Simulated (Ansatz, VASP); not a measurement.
**One calculation of TiO2, two programs**

INCAR

```
PREC     = Accurate       # precision mode
ENCUT    = 520            # plane-wave cutoff, eV
EDIFF    = 1E-7           # SCF threshold, eV
ISMEAR   = 0              # smearing method
SIGMA    = 0.05           # smearing width, eV
LREAL    = False          # projectors in reciprocal space
LASPH    = True           # aspherical terms in the spheres
NELM     = 150            # most SCF steps
ALGO     = Normal         # electronic algorithm
ISIF     = 2              # what is computed and relaxed
LWAVE    = False          # write WAVECAR
LCHARG   = False          # write CHGCAR
LMAXMIX  = 4              # l up to which the mixer works
LDAU     = True           # DFT+U
LDAUTYPE = 2            
LDAUL    = 2 -1           # shell
LDAUU    = 4 0            # U, eV
LDAUJ    = 0 0          
LDAUPRINT= 1            
GGA      = PE             # functional
NBANDS   = 33             # bands
```

KPOINTS

```
regular mesh
0
Gamma
  6 6 6
```

File POSCAR:

```
TiO2
1.0
    2.7277841265     -2.7278599281     -0.0203548313
    2.7277841265      2.7278599281     -0.0203548313
   -2.6907787541      0.0000000000      4.9617445611
Ti O
2 4
Direct
    0.1250069486      0.8749930514      0.2500000000
    0.8749930514      0.1250069486      0.7500000000
    0.3210199348      0.0710432101      0.6420495915
    0.6789800652      0.9289567899      0.3579504085
    0.9289567899      0.6789800652      0.8579504085
    0.0710432101      0.3210199348      0.1420495915
```

Input for Ansatz:

```yaml
crystal:
  lattice:
    - [2.7277841265, -2.7278599281, -0.0203548313]
    - [2.7277841265, 2.7278599281, -0.0203548313]
    - [-2.6907787541, 0.0, 4.9617445611]
  atoms:
    - { symbol: Ti, position: [0.1250069486, 0.8749930514, 0.25] }
    - { symbol: Ti, position: [0.8749930514, 0.1250069486, 0.75] }
    - { symbol: O, position: [0.3210199348, 0.0710432101, 0.6420495915] }
    - { symbol: O, position: [0.6789800652, 0.9289567899, 0.3579504085] }
    - { symbol: O, position: [0.9289567899, 0.6789800652, 0.8579504085] }
    - { symbol: O, position: [0.0710432101, 0.3210199348, 0.1420495915] }
basis:
  ecutwfc: 520.0
kpoints:
  mp_grid: { grid: [6, 6, 6] }
hamiltonian:
  xc: pbe
  pseudopotentials: { kind: paw, azcp: { folder: soft_1 } }
  hubbard: { sites: [{ species: Ti, l: d, u_eff: 4.0 }] }
scf:
  occupations: { method: gaussian, width: 0.05 }
output:
  forces: true
  stress: true
  eigenvalues: true
```

Alike in both runs: task single point; functional PBE; k mesh 6 × 6 × 6; occupations gaussian, width 0.05 eV; no spin polarisation; Hubbard terms Ti d U = 4.0 eV.

|  | VASP | Ansatz |
| --- | --- | --- |
| version | VASP 6.6.1 | Ansatz 0.2.0 |
| potentials or method | VASP PAW PBE potentials, release 64 (Ti_sv, O), cutoff 520 eV | scalar-relativistic, plane waves, PAW |
| valence electrons in the cell | 48 | 48 |

Ansatz gave:

* gap on the k mesh at the Fermi level (eV): 2.73
* least direct gap on the mesh (eV): 2.92
* pressure (GPa): -0.4
* traceless stress, the component that is largest in VASP (GPa): 8.63
* rms of the force components (eV/Å): 0.639

Problem. Which values does VASP return?

Solution. gap on the k mesh at the Fermi level (eV): 2.72; least direct gap on the mesh (eV): 2.93; pressure (GPa): 3.5; traceless stress, the component that is largest in VASP (GPa): 9.20; rms of the force components (eV/Å): 0.740.

The programs project onto different local orbitals, so the same U acts differently, and such runs can settle in different states. Atom by atom the forces differ by 0.102 eV/Å (rms over components).
